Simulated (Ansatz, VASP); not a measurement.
# One calculation of Al, two programs

```
Al
1.0
     0.00000    1.83187    1.83187
     1.83187    0.00000    1.83187
     1.83187    1.83187    0.00000
Al
1
Cartesian
  0.0000 0.0000 0.0000
```

Change from the starting cell: volume scaled by 0.76, LAPW.

Alike in both runs: task single point; functional PBEsol; k mesh 16 × 16 × 16; occupations fermi-dirac, width 0.1 eV; no spin polarisation.

|  | VASP | Ansatz |
| --- | --- | --- |
| version | VASP 6.6.1 | Ansatz 0.2.0 |
| potentials or method | VASP PAW PBE potentials, release 64 (Al), cutoff 520 eV | all-electron LAPW, scalar-relativistic |

```tsv
	VASP	Ansatz	Ansatz less VASP
pressure (GPa)	41.7	41.1	-0.52
```

VASP's potentials were made for PBE, not for PBEsol. Both programs put the cell under a high pressure, so it lies far from rest at this level. Ansatz ran all-electron here, and VASP with PAW potentials.
